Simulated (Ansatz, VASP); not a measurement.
## K: VASP beside Ansatz

The input INCAR:

```
SYSTEM = K
PREC = Accurate
ENCUT = 520
EDIFF = 1E-6
ISMEAR = -1
SIGMA = 0.1
LREAL = .FALSE.
LASPH = .TRUE.
NELM = 80
ALGO = Normal
ISIF = 2
LWAVE = .FALSE.
LCHARG = .FALSE.
GGA = B5
ALDAX = 1.0
AGGAX = 1.0
AGGAC = 1.0
ALDAC = 0.0
NBANDS = 20
```

Contents of KPOINTS:

```
Automatic mesh
0
G
  6 6 8
  0 0 0
```

File POSCAR:

```
K
1.0
    7.3070781129      0.0000000000      0.0000000000
   -3.6535390565      6.3281152732      0.0000000000
    0.0000000000      0.0000000000      4.3724057797
K
3
Direct
    0.0000000000      0.0000000000      1.0000000000
    0.3333333333      0.6666666667      0.5000000000
    0.6666666667      0.3333333333      0.5000000000
```

Input for Ansatz:

```yaml
crystal:
  lattice:
    - [7.3070781129, 0.0, 0.0]
    - [-3.6535390565, 6.3281152732, 0.0]
    - [0.0, 0.0, 4.3724057797]
  atoms:
    - { symbol: K, position: [0.0, 0.0, 1.0] }
    - { symbol: K, position: [0.3333333333, 0.6666666667, 0.5] }
    - { symbol: K, position: [0.6666666667, 0.3333333333, 0.5] }
hamiltonian:
  xc: blyp
  pseudopotentials:
    kind: paw
    azcp:
      K: "pseudopotentials/K.paw.azcp"
basis:
  ecutwfc: 420
  fft_grid_basis: typed
kpoints:
  mp_grid: { grid: [6, 6, 8], shift: [0, 0, 0] }
magnetization:
  spin_polarized: false
scf:
  occupations: { method: fermi_dirac, width: 0.1 }
  lower_state_search: "off"
output:
  stress: true
```

Alike in both runs: task single point; functional BLYP; k mesh 6 × 6 × 8; occupations fermi-dirac, width 0.1 eV; no spin polarisation.

```csv
,VASP,Ansatz
version,VASP 6.6.1,Ansatz 0.2.0
potentials or method,"VASP PAW PBE potentials, release 64 (K_sv), cutoff 520 eV","plane waves (420 eV) with PAW, scalar-relativistic"
valence electrons in the cell,27,27
```

|  | VASP | Ansatz | Ansatz less VASP |
| --- | --- | --- | --- |
| pressure (GPa) | 0.5 | 0.5 | +0.01 |

VASP's potentials were made for PBE, not for BLYP. The functional is the same, so the differences come from potentials, cutoffs and numerics.
